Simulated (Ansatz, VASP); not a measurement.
## NaF in VASP and in Ansatz

```
Na F
1.0
     0.00000    2.34974    2.34974
     2.34974    0.00000    2.34974
     2.34974    2.34974    0.00000
Na F
1 1
Direct
  0.00000 0.00000 0.00000
  0.50000 0.50000 0.50000
```

Alike in both runs: task single point; functional PBE; k mesh 8 × 8 × 8; no spin polarisation.

|  | VASP | Ansatz |
| --- | --- | --- |
| version | VASP 6.6.1 | Ansatz 0.2.0 |
| potentials or method | VASP PAW PBE potentials, release 64 (Na_pv, F) | plane waves, PAW |
| plane-wave cutoff (eV) | 520 | 420 |
| occupations | gaussian, width 0.01 eV | fixed |
| valence electrons in the cell | 14 | 16 |

|  | VASP | Ansatz | Ansatz less VASP |
| --- | --- | --- | --- |
| gap on the k mesh at the Fermi level (eV) | 6.08 | 6.09 | +0.016 |
| pressure (GPa) | -0.1 | 0.0 | +0.16 |

VASP's potentials hold 14 valence electrons a cell and Ansatz's 16, so a difference there can come from the potentials and not from the codes.
